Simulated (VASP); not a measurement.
Here is a VASP 6.6.1 calculation.

File INCAR:

```
  ALGO = Normal
  EDIFF = 1E-6
  ENCUT = 520
  GGA = PS
  ISIF = 2
  ISMEAR = 0
  LASPH = T
  LCHARG = F
  LREAL = F
  LWAVE = F
  NBANDS = 32
  NELM = 60
  PREC = Accurate
  SIGMA = 0.1
```

KPOINTS

```
k-points
0
Gamma
  6 6 2
```

Contents of POSCAR:

```
Ti
1.0
    2.8869896355      0.0000000000      0.0000000000
   -1.4434948178      2.5002063648      0.0000000000
    0.0000000000      0.0000000000      9.2980700404
Ti
4
Direct
    0.0000000000      0.0000000000      0.0000000000
    0.0000000000      0.0000000000      0.5000000000
    0.3333333333      0.6666666667      0.7500000000
    0.6666666667      0.3333333333      0.2500000000
```

Potentials or basis: VASP PAW PBE potentials, release 64 (Ti_sv).

Command:

```bash
$ cat potpaw_PBE.64/Ti_sv/POTCAR > POTCAR
$ mpirun -np 1 vasp_std > vasp.out
```

(1) What does it give for the pressure?

(2) Predict the band gap on the k mesh.

## Answers

(1) -0.3 GPa.

(2) zero (band 24 reaches 9.19 eV, above the bottom of band 25 at 8.35 eV).

Caveat: the k points lie up to 0.42 Å⁻¹ apart; the PAW data sets were made with another functional, which shifts forces and pressure a little.
